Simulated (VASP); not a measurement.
# BaTiO3 (P1) in VASP: further runs

BaTiO3 is run at these levels: PBE, PBEsol, BLYP; tasks: single point, relaxation of cell and atoms.

All numbers are computed with VASP 6.6.1; they aren't measurements. Logs are shortened: lines on timing, memory, paths and dates and some standing lists are left out, and cuts for length are marked.

### 1 The cell of the first run

The typed cell holds 5 atoms: a = 4.007 Å, b = 4.007 Å, c = 4.007 Å, α = 90.00°, β = 90.00°, γ = 90.00°.

### 2 Single point, PBE

INCAR

```
  ALGO = Normal
  EDIFF = 1E-7
  ENCUT = 520
  GGA = PE
  ISIF = 2
  ISMEAR = -1
  LASPH = T
  LCHARG = F
  LREAL = F
  LWAVE = F
  NBANDS = 28
  NELM = 80
  PREC = Accurate
  SIGMA = 0.05
```

KPOINTS

```
k-points
0
Gamma
  3 3 3
```

POSCAR

```
BaTiO3
1.0
    4.0073000000      0.0000000000      0.0000000000
    0.0000000000      4.0073000000      0.0000000000
    0.0000000000      0.0000000000      4.0073000000
Ba Ti O
1 1 3
Direct
    0.5090294500      0.4552911200      0.5066787400
    0.9437351000      0.0699797700      0.9543125000
    0.5205349200      0.0068319800      0.0554319400
    0.0126470200      0.4919678200      0.0527235900
    0.0140535100      0.9759293100      0.4308532400
```

Potentials or basis: VASP PAW PBE potentials, release 64 (Ba_sv, Ti_sv, O).

Command:

```bash
> cat potpaw_PBE.64/Ba_sv/POTCAR potpaw_PBE.64/Ti_sv/POTCAR potpaw_PBE.64/O/POTCAR > POTCAR
> mpirun -np 1 vasp_std > vasp.out
```

OUTCAR:

```text
EDIFF = 1E-7
   ENCUT = 520
   GGA = PE
   ISIF = 2
   ISMEAR = -1
   LASPH = T
   LREAL = F
   NELM = 80
   PREC = Accurate

 ion  position               nearest neighbor table
   1  0.509  0.455  0.507-   3 2.55   4 2.70   4 2.72   5 2.78   5 2.81   3 2.84   3 2.86   5 2.89
                             5 2.92   2 2.94   4 2.96   4 2.98   3 3.12   2 3.21   2 3.28   2 3.51
   2  0.944  0.070  0.954-   4 1.76   3 1.76   5 1.97   5 2.15   3 2.36   4 2.37   1 2.94   1 3.21
                             1 3.28   1 3.51   1 3.52   1 3.74   1 3.80
   3  0.521  0.007  0.055-   2 1.76   2 2.36   1 2.55   1 2.84   1 2.86   1 3.12
   4  0.013  0.492  0.053-   2 1.76   2 2.37   1 2.70   1 2.72   1 2.96   1 2.98
   5  0.014  0.976  0.431-   2 1.97   2 2.15   1 2.78   1 2.81   1 2.89   1 2.92

  LATTYP: Found a simple cubic cell.
 ALAT       =     4.0073000000

  Lattice vectors:

 A1 = (   4.0073000000,   0.0000000000,   0.0000000000)
 A2 = (   0.0000000000,   4.0073000000,   0.0000000000)
 A3 = (   0.0000000000,   0.0000000000,   4.0073000000)

Analysis of symmetry for initial positions (statically):
=====================================================================
 Subroutine PRICEL returns:
 Original cell was already a primitive cell.

 Routine SETGRP: Setting up the symmetry group for a
 simple cubic supercell.

 Subroutine GETGRP returns: Found  1 space group operations
 (whereof  1 operations were pure point group operations)
 out of a pool of 48 trial point group operations.

The static configuration has the point symmetry C_1 .

Analysis of symmetry for dynamics (positions and initial velocities):
=====================================================================
 Subroutine PRICEL returns:
 Original cell was already a primitive cell.

 Routine SETGRP: Setting up the symmetry group for a
 simple cubic supercell.

 Subroutine GETGRP returns: Found  1 space group operations
 (whereof  1 operations were pure point group operations)
 out of a pool of 48 trial point group operations.

The dynamic configuration has the point symmetry C_1 .

 Subroutine INISYM returns: Found  1 space group operations
 (whereof  1 operations are pure point group operations),
 and found     1 'primitive' translations

[... 87 lines left out ...]
   ENCUT  =  520.0 eV  38.22 Ry    6.18 a.u.   7.45  7.45  7.45*2*pi/ulx,y,z
   NELM   =     80;   NELMIN=  2; NELMDL= -5     # of ELM steps
   EDIFF  = 0.1E-06   stopping-criterion for ELM
   LREAL  =      F    real-space projection
   EDIFFG = 0.1E-05   stopping-criterion for IOM
   NSW    =      0    number of steps for IOM
   IBRION =     -1    ionic relax: 0-MD 1-quasi-New 2-CG
   NFREE  =      0    steps in history (QN), initial steepest desc. (CG)
   ISIF   =      2    stress and relaxation
   ISYM   =      2    0-nonsym 1-usesym 2-fastsym
   POTIM  = 0.5000    time-step for ionic-motion
   TEBEG  =    0.0;   TEEND  =   0.0 temperature during run
   PSTRESS=    0.0 pullay stress
   NELECT =      40.0000    total number of electrons
   NUPDOWN=      -1.0000    fix difference up-down
   EMIN   =  10.00;   EMAX   =-10.00  energy-range for DOS
   EFERMI =   0.00;   METHOD = LEGACY
   ISMEAR =    -1;   SIGMA  =   0.05  broadening in eV -4-tet -1-fermi 0-gaus
   EFERMI_NEDOS =   21; number of points for ismear=-14 and -15
   IALGO  =     38    algorithm
   IMIX   =      4    mixing-type and parameters
     AMIX     =   0.40;   BMIX     =  1.00
     AMIX_MAG =   1.60;   BMIX_MAG =  1.00
  volume/ion in A,a.u.               =      12.87        86.85
  Fermi-wavevector in a.u.,A,eV,Ry     =   1.397150  2.640230 26.558947  1.952028
  Thomas-Fermi vector in A             =   2.520434
   LORBIT       =      0    0 simple, 1 ext, 2 COOP (PROOUT), +10 PAW based schemes
   GGA     = PE    functional components
   LHFCALC =     F    Hartree Fock is set to
   AEXX    =    0.0000 exact exchange contribution
   IVDW    =     0    specifies the selected vdW correction
   LEPSILON=     F    determine dielectric tensor
   LRPA    =     F    only Hartree local field effects (RPA)
 non-spin polarized calculation
  energy-cutoff  :      520.00
  volume of cell :       64.35
 maximum number of plane-waves:      1743
 NGX is ok and might be reduce to    30
   NGX = 15   NGY = 15   NGZ = 15

 number of electron      40.0000008 magnetization

 Free energy of the ion-electron system (eV)
  ---------------------------------------------------
  ext. energy  EPLUGINS =         0.00000000
  ---------------------------------------------------
  free energy    TOTEN  =       -37.98191190 eV

  energy without entropy =      -37.98191190  energy(sigma->0) =      -37.98191190

 E-fermi :   5.0321     XC(G=0): -11.1947

 val. band max:        3.8640538174   @ k =  -0.3333   0.3333   0.3333
 cond. band min:       6.8900397881   @ k =  -0.3333   0.3333   0.3333
 fundamental gap:      3.0259859708
 Fermi energy:         5.0321454540

 k-point     1 :       0.0000    0.0000    0.0000
  band No.  band energies     occupation
      1     -52.1792      2.00000
      2     -28.5846      2.00000
      3     -28.5626      2.00000
      4     -28.4214      2.00000
      5     -21.2584      2.00000
      6     -13.0837      2.00000
[... 423 lines left out ...]
     27      12.0226      0.00000
     28      12.1463      0.00000

------------------------ aborting loop because EDIFF is reached ----------------------------------------

  FORCE on cell =-STRESS in cart. coord.  units (eV):
  Direction    XX          YY          ZZ          XY          YZ          ZX
  --------------------------------------------------------------------------------------
  -------------------------------------------------------------------------------------
  Total        7.7133180      6.9228045      2.2575252     -0.7835819     -0.4645271      0.7281118
  in kB      192.0420123    172.3602360     56.2066395    -19.5091986    -11.5655448     18.1281323
  external PRESSURE =     140.2029626 kB  Pullay stress =       0.0000000 kB

 VOLUME and BASIS-vectors are now :
 -----------------------------------------------------------------------------
  energy-cutoff  :      520.00
  volume of cell :       64.35
      direct lattice vectors                 reciprocal lattice vectors
     4.007300000  0.000000000  0.000000000     0.249544581  0.000000000  0.000000000
     0.000000000  4.007300000  0.000000000     0.000000000  0.249544581  0.000000000
     0.000000000  0.000000000  4.007300000     0.000000000  0.000000000  0.249544581

 POSITION                                       TOTAL-FORCE (eV/Angst)
 -----------------------------------------------------------------------------------
      2.03983      1.82449      2.03041        -1.011833      2.102610     -0.670874
      3.78183      0.28043      3.82422         2.641619     -3.376442      1.344968
      2.08594      0.02738      0.22213        -1.172021     -0.145593     -2.262238
      0.05068      1.97146      0.21128        -0.215504      0.746628     -2.167458
      0.05632      3.91084      1.72656        -0.242260      0.672798      3.755602
 -----------------------------------------------------------------------------------
    total drift:                               -0.000043      0.000174      0.000571

  FREE ENERGIE OF THE ION-ELECTRON SYSTEM (eV)
  ---------------------------------------------------
  free  energy   TOTEN  =       -37.9819119003 eV

  energy  without entropy=      -37.9819119002  energy(sigma->0) =      -37.98191190
```

OSZICAR:

```text
N       E                     dE             d eps       ncg     rms          rms(c)
DAV:   1     0.421813250131E+03    0.42181E+03   -0.19559E+04   784   0.152E+03
DAV:   2     0.140782592785E+01   -0.42041E+03   -0.39709E+03   848   0.418E+02
DAV:   3    -0.463152308793E+02   -0.47723E+02   -0.47142E+02  1084   0.139E+02
DAV:   4    -0.482705144771E+02   -0.19553E+01   -0.19490E+01  1184   0.253E+01
DAV:   5    -0.483034101222E+02   -0.32896E-01   -0.32888E-01  1100   0.300E+00    0.258E+01
DAV:   6    -0.386752176517E+02    0.96282E+01   -0.60587E+01  1200   0.737E+01    0.126E+01
DAV:   7    -0.382921681891E+02    0.38305E+00   -0.17277E+01  1096   0.337E+01    0.894E+00
DAV:   8    -0.379762424105E+02    0.31593E+00   -0.83945E-01   992   0.979E+00    0.413E+00
DAV:   9    -0.380173580785E+02   -0.41116E-01   -0.47525E-01  1196   0.623E+00    0.193E+00
DAV:  10    -0.379841241620E+02    0.33234E-01   -0.14354E-01   988   0.380E+00    0.564E-01
DAV:  11    -0.379826613132E+02    0.14628E-02   -0.12404E-02  1056   0.925E-01    0.249E-01
DAV:  12    -0.379819076042E+02    0.75371E-03   -0.39076E-03  1136   0.528E-01    0.512E-02
DAV:  13    -0.379819144460E+02   -0.68418E-05   -0.24164E-04   880   0.134E-01    0.285E-02
DAV:  14    -0.379819164806E+02   -0.20346E-05   -0.19281E-05  1212   0.293E-02    0.198E-02
DAV:  15    -0.379819117250E+02    0.47556E-05   -0.24449E-05  1208   0.433E-02    0.323E-03
DAV:  16    -0.379819118396E+02   -0.11465E-06   -0.14305E-06   928   0.887E-03    0.187E-03
DAV:  17    -0.379819119003E+02   -0.60650E-07   -0.37012E-07   816   0.675E-03
   1 F= -.37981912E+02 E0= -.37981912E+02  d E =-.366916E-10
```

It took 25 s on 1 thread of Intel Xeon Platinum 8488C (Sapphire Rapids), shared host; peak memory 0.18 GiB.

What came out:

| Quantity | Value |
| --- | --- |
| Free energy | -37.9819 eV |
| Pressure | 14.0 GPa |
| Largest force | 4.493 eV/Å |
| Band gap on the k mesh | 3.03 eV, direct |

Forces on the atoms (eV/Å):
```
Ba  -1.012  2.103 -0.671
Ti   2.642 -3.376  1.345
O   -1.172 -0.146 -2.262
O   -0.216  0.747 -2.167
O   -0.242  0.673  3.756
```

Stress tensor (GPa, compression positive):
```
19.20 -1.95  1.81
-1.95 17.24 -1.16
 1.81 -1.16  5.62
```

Levels at points of the mesh, in eV from the valence-band top:
```
           k point  band 18  band 19  band 20  band 21  band 22  band 23
(0.00, 0.00, 0.00)    -0.86    -0.36    -0.19     3.05     3.36     3.60
```

Caveat: the k points lie up to 0.52 Å⁻¹ apart; spin-orbit coupling is left out, which moves the levels of the heavy elements; forces of over 1 eV/Å act on the atoms, so gaps and moduli don't describe the material at rest. A k mesh can miss the band edges.

### 3 Single point, PBEsol

INCAR

```
PREC     = Accurate       # precision mode
ENCUT    = 520            # plane-wave cutoff, eV
EDIFF    = 1E-6           # SCF threshold, eV
ISMEAR   = -1             # smearing method
SIGMA    = 0.05           # smearing width, eV
LREAL    = F              # projectors in reciprocal space
LASPH    = T              # aspherical terms in the spheres
NELM     = 100            # most SCF steps
ALGO     = Normal         # electronic algorithm
ISIF     = 2              # what is computed and relaxed
LWAVE    = F              # write WAVECAR
LCHARG   = F              # write CHGCAR
GGA      = PS             # functional
NBANDS   = 28             # bands
```

KPOINTS

```
regular mesh
0
Gamma
  7 7 7
```

POSCAR is that of step 2.

Potentials or basis: VASP PAW PBE potentials, release 64 (Ba_sv, Ti_sv, O).

Command:

```bash
> cat potpaw_PBE.64/Ba_sv/POTCAR potpaw_PBE.64/Ti_sv/POTCAR potpaw_PBE.64/O/POTCAR > POTCAR
> mpirun -np 1 vasp_std > vasp.out
```

OUTCAR:

```text
PREC = Accurate
   ENCUT = 520
   EDIFF = 1E-6
   ISMEAR = -1
   LREAL = F
   LASPH = T
   NELM = 100
   ISIF = 2
   GGA = PS

 ion  position               nearest neighbor table
   1  0.509  0.455  0.507-   3 2.55   4 2.70   4 2.72   5 2.78   5 2.81   3 2.84   3 2.86   5 2.89
                             5 2.92   2 2.94   4 2.96   4 2.98   3 3.12   2 3.21   2 3.28   2 3.51
   2  0.944  0.070  0.954-   4 1.76   3 1.76   5 1.97   5 2.15   3 2.36   4 2.37   1 2.94   1 3.21
                             1 3.28   1 3.51   1 3.52   1 3.74   1 3.80
   3  0.521  0.007  0.055-   2 1.76   2 2.36   1 2.55   1 2.84   1 2.86   1 3.12
   4  0.013  0.492  0.053-   2 1.76   2 2.37   1 2.70   1 2.72   1 2.96   1 2.98
   5  0.014  0.976  0.431-   2 1.97   2 2.15   1 2.78   1 2.81   1 2.89   1 2.92

  LATTYP: Found a simple cubic cell.
 ALAT       =     4.0073000000

  Lattice vectors:

 A1 = (   4.0073000000,   0.0000000000,   0.0000000000)
 A2 = (   0.0000000000,   4.0073000000,   0.0000000000)
 A3 = (   0.0000000000,   0.0000000000,   4.0073000000)

Analysis of symmetry for initial positions (statically):
=====================================================================
 Subroutine PRICEL returns:
 Original cell was already a primitive cell.

 Routine SETGRP: Setting up the symmetry group for a
 simple cubic supercell.

 Subroutine GETGRP returns: Found  1 space group operations
 (whereof  1 operations were pure point group operations)
 out of a pool of 48 trial point group operations.

The static configuration has the point symmetry C_1 .

Analysis of symmetry for dynamics (positions and initial velocities):
=====================================================================
 Subroutine PRICEL returns:
 Original cell was already a primitive cell.

 Routine SETGRP: Setting up the symmetry group for a
 simple cubic supercell.

 Subroutine GETGRP returns: Found  1 space group operations
 (whereof  1 operations were pure point group operations)
 out of a pool of 48 trial point group operations.
[... 122 lines left out ...]
   ISMEAR =    -1;   SIGMA  =   0.05  broadening in eV -4-tet -1-fermi 0-gaus
   EFERMI_NEDOS =   21; number of points for ismear=-14 and -15
   IALGO  =     38    algorithm
   IMIX   =      4    mixing-type and parameters
     AMIX     =   0.40;   BMIX     =  1.00
     AMIX_MAG =   1.60;   BMIX_MAG =  1.00
  volume/ion in A,a.u.               =      12.87        86.85
  Fermi-wavevector in a.u.,A,eV,Ry     =   1.397150  2.640230 26.558947  1.952028
  Thomas-Fermi vector in A             =   2.520434
   LORBIT       =      0    0 simple, 1 ext, 2 COOP (PROOUT), +10 PAW based schemes
   GGA     = PS    functional components
   LHFCALC =     F    Hartree Fock is set to
   AEXX    =    0.0000 exact exchange contribution
   IVDW    =     0    specifies the selected vdW correction
   LEPSILON=     F    determine dielectric tensor
   LRPA    =     F    only Hartree local field effects (RPA)
 non-spin polarized calculation
  energy-cutoff  :      520.00
  volume of cell :       64.35
 maximum number of plane-waves:      1759
 NGX is ok and might be reduce to    30
   NGX = 15   NGY = 15   NGZ = 15

 number of electron      40.0000008 magnetization

 Free energy of the ion-electron system (eV)
  ---------------------------------------------------
  ext. energy  EPLUGINS =         0.00000000
  ---------------------------------------------------
  free energy    TOTEN  =       -40.03307375 eV

  energy without entropy =      -40.03307375  energy(sigma->0) =      -40.03307375

 E-fermi :   4.9623     XC(G=0): -11.4503

 val. band max:        3.9056566600   @ k =  -0.4286   0.4286   0.4286
 cond. band min:       6.6483952355   @ k =  -0.2857   0.2857   0.2857
 fundamental gap:      2.7427385754
 Fermi energy:         4.9622854450

 k-point     1 :       0.0000    0.0000    0.0000
  band No.  band energies     occupation
      1     -52.0746      2.00000
      2     -28.5972      2.00000
      3     -28.5685      2.00000
      4     -28.4255      2.00000
      5     -21.3427      2.00000
      6     -13.1489      2.00000
[... 733 lines left out ...]
     27      10.2281      0.00000
     28      11.7345      0.00000

 [... further k-points ...]
[... 5 lines left out ...]
  --------------------------------------------------------------------------------------
  -------------------------------------------------------------------------------------
  Total        5.2000913      4.4515071     -0.2245412     -0.8204783     -0.4813008      0.7196636
  in kB      129.4690552    110.8312134     -5.5905059    -20.4278238    -11.9831661     17.9177957
  external PRESSURE =      78.2365876 kB  Pullay stress =       0.0000000 kB

 VOLUME and BASIS-vectors are now :
 -----------------------------------------------------------------------------
  energy-cutoff  :      520.00
  volume of cell :       64.35
      direct lattice vectors                 reciprocal lattice vectors
     4.007300000  0.000000000  0.000000000     0.249544581  0.000000000  0.000000000
     0.000000000  4.007300000  0.000000000     0.000000000  0.249544581  0.000000000
     0.000000000  0.000000000  4.007300000     0.000000000  0.000000000  0.249544581

 POSITION                                       TOTAL-FORCE (eV/Angst)
 -----------------------------------------------------------------------------------
      2.03983      1.82449      2.03041        -0.985653      2.023179     -0.734154
      3.78183      0.28043      3.82422         2.527143     -3.256805      1.467619
      2.08594      0.02738      0.22213        -1.029339     -0.062116     -2.221938
      0.05068      1.97146      0.21128        -0.263922      0.603970     -2.126840
      0.05632      3.91084      1.72656        -0.248230      0.691772      3.615314
 -----------------------------------------------------------------------------------
    total drift:                               -0.000485      0.000957      0.000407

  FREE ENERGIE OF THE ION-ELECTRON SYSTEM (eV)
  ---------------------------------------------------
  free  energy   TOTEN  =       -40.0330737469 eV

  energy  without entropy=      -40.0330737468  energy(sigma->0) =      -40.03307375
```

OSZICAR:

```text
N       E                     dE             d eps       ncg     rms          rms(c)
DAV:   1     0.425363913073E+03    0.42536E+03   -0.19592E+04  9632   0.152E+03
DAV:   2    -0.221007640919E+01   -0.42757E+03   -0.40602E+03 10892   0.420E+02
DAV:   3    -0.478186243881E+02   -0.45609E+02   -0.45164E+02 13372   0.136E+02
DAV:   4    -0.496634243632E+02   -0.18448E+01   -0.18384E+01 14480   0.245E+01
DAV:   5    -0.496931624334E+02   -0.29738E-01   -0.29728E-01 13008   0.292E+00    0.256E+01
DAV:   6    -0.407809956538E+02    0.89122E+01   -0.54912E+01 14600   0.722E+01    0.124E+01
DAV:   7    -0.403474403383E+02    0.43356E+00   -0.15924E+01 13596   0.320E+01    0.897E+00
DAV:   8    -0.400255684618E+02    0.32187E+00   -0.97144E-01 12404   0.107E+01    0.356E+00
DAV:   9    -0.400650682829E+02   -0.39500E-01   -0.34210E-01 14724   0.480E+00    0.180E+00
DAV:  10    -0.400343783667E+02    0.30690E-01   -0.12756E-01 12344   0.371E+00    0.455E-01
DAV:  11    -0.400332073209E+02    0.11710E-02   -0.99358E-03 13292   0.805E-01    0.111E-01
DAV:  12    -0.400330591446E+02    0.14818E-03   -0.10783E-03 13168   0.226E-01    0.341E-02
DAV:  13    -0.400330787833E+02   -0.19639E-04   -0.81939E-05 11592   0.692E-02    0.227E-02
DAV:  14    -0.400330732163E+02    0.55671E-05   -0.21883E-05 15304   0.400E-02    0.736E-03
DAV:  15    -0.400330737469E+02   -0.53061E-06   -0.25011E-06  9488   0.106E-02
   1 F= -.40033074E+02 E0= -.40033074E+02  d E =-.723111E-10
```

It took 3.2 min on 1 thread of Intel Xeon Platinum 8488C (Sapphire Rapids), shared host; peak memory 0.4 GiB.

Results:

| Item | Value |
| --- | --- |
| Free energy | -40.0331 eV |
| Pressure | 7.8 GPa |
| Largest force | 4.376 eV/Å |
| Band gap on the k mesh | 2.74 eV, indirect (least direct gap 2.91 eV) |

Forces on the atoms (eV/Å):
```
Ba  -0.986  2.023 -0.734
Ti   2.527 -3.257  1.468
O   -1.029 -0.062 -2.222
O   -0.264  0.604 -2.127
O   -0.248  0.692  3.615
```

Stress tensor (GPa, compression positive):
```
12.95 -2.04  1.79
-2.04 11.08 -1.20
 1.79 -1.20 -0.56
```

Caveat: the PAW data sets were made with another functional, which shifts forces and pressure a little; spin-orbit coupling is left out, which moves the levels of the heavy elements. As with any semilocal functional, this PBEsol gap is likely too small.

(Continued in part 2 of 2.)
